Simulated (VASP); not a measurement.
Here is a VASP 6.6.1 calculation.

File INCAR:

```
SYSTEM = Al
ALGO = Fast
EDIFF = 1E-7
ENCUT = 520
GGA = PE
ISIF = 2
ISMEAR = 0
IVDW = 12
LASPH = .TRUE.
LCHARG = .TRUE.
LELF = .TRUE.
LREAL = .FALSE.
LVHAR = .TRUE.
LWAVE = .FALSE.
NBANDS = 14
NELM = 100
PREC = Accurate
SIGMA = 0.15
```

The input KPOINTS:

```
k-points
0
G
  18 18 4
  0 0 0
```

Contents of POSCAR:

```
Al
1.0
    2.7018453743      0.0000000000      0.0000000000
   -1.3509226872      2.3398667312      0.0000000000
    0.0000000000      0.0000000000      9.2410470711
Al
4
Direct
   -0.2156748145      0.0000000000      0.0000000000
    0.3333333333      0.6666666667      0.2500000000
    0.2156748145      0.0000000000      0.5000000000
    0.6666666667      0.3333333333      0.7500000000
```

Potentials or basis: VASP PAW PBE potentials, release 64 (Al).

Launch:

```console
$ cat potpaw_PBE.64/Al/POTCAR > POTCAR
$ mpirun -np 1 vasp_std > vasp.out
```

(1) What does it give for the pressure?

(2) Predict the largest force.

## Answers

(1) 11.8 GPa.

(2) 0.564 eV/Å.

Caveat: the cell differs from its parent crystal (atoms displaced along a vibrational mode, the cell strained); the cell stands under pressure.
